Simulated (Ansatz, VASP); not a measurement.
**Cu2O: VASP beside Ansatz**

INCAR

```
PREC = Accurate
ENCUT = 520
EDIFF = 1E-8
ISMEAR = -1
SIGMA = 0.01
LREAL = False
LASPH = True
NELM = 120
ALGO = Normal
ISIF = 2
LWAVE = False
LCHARG = False
GGA = PE
LEFG = True
NBANDS = 37
GGA_COMPAT = False
```

The input KPOINTS:

```
Automatic mesh
0
Gamma
  7 7 7
```

The input POSCAR:

```
Cu2O
1.0
    4.2600000000      0.0000000000      0.0000000000
    0.0000000000      4.2600000000      0.0000000000
    0.0000000000      0.0000000000      4.2600000000
Cu O
4 2
Direct
    0.2500000000      0.2500000000      0.2500000000
    0.2500000000      0.7500000000      0.7500000000
    0.7500000000      0.7500000000      0.2500000000
    0.7500000000      0.2500000000      0.7500000000
    0.0000000000      0.0000000000      0.0000000000
    0.5000000000      0.5000000000      0.5000000000
```

Input for Ansatz:

```yaml
crystal:
  lattice:
    - [4.26, 0.0, 0.0]
    - [0.0, 4.26, 0.0]
    - [0.0, 0.0, 4.26]
  atoms:
    - { symbol: Cu, position: [0.25, 0.25, 0.25] }
    - { symbol: Cu, position: [0.25, 0.75, 0.75] }
    - { symbol: Cu, position: [0.75, 0.75, 0.25] }
    - { symbol: Cu, position: [0.75, 0.25, 0.75] }
    - { symbol: O, position: [0.0, 0.0, 0.0] }
    - { symbol: O, position: [0.5, 0.5, 0.5] }
kpoints:
  mp_grid: { grid: [7, 7, 7] }
scf:
  occupations: { method: fermi_dirac, width: 0.01 }
  mixing: { preconditioner: ldos }
hamiltonian:
  xc: pbe
  pseudopotentials: { kind: paw }
output:
  forces: true
  stress: true
  populations: true
  efg:
    quadrupole_moments_barn: { Cu: -0.22, O: -0.02558 }
    contact_densities: true
  write_density: true
  write_potential: true
  elf: true
  volumetric_format: npy
```

Alike in both runs: task electric field gradients; functional PBE; k mesh 7 × 7 × 7; occupations fermi-dirac, width 0.01 eV; no spin polarisation.

|  | VASP | Ansatz |
| --- | --- | --- |
| version | VASP 6.6.1 | Ansatz 0.2.0 |
| potentials or method | VASP PAW PBE potentials, release 64 (Cu, O) | plane-wave PAW, scalar-relativistic |
| plane-wave cutoff (eV) | 520 | 420 |
| valence electrons in the cell | 56 | 88 |

Ansatz gave:

- gap on the k mesh at the Fermi level (eV): 0.53
- pressure (GPa): 3.2
- size of Vzz on the site where it differs most (V/Å²): 53.0

**Question.** Estimate VASP's values.

**Answer.** gap on the k mesh at the Fermi level (eV): 0.54; pressure (GPa): 4.0; size of Vzz on the site where it differs most (V/Å²): 66.5.

VASP's potentials hold 56 valence electrons a cell and Ansatz's 88, so a difference there can come from the potentials and not from the codes.
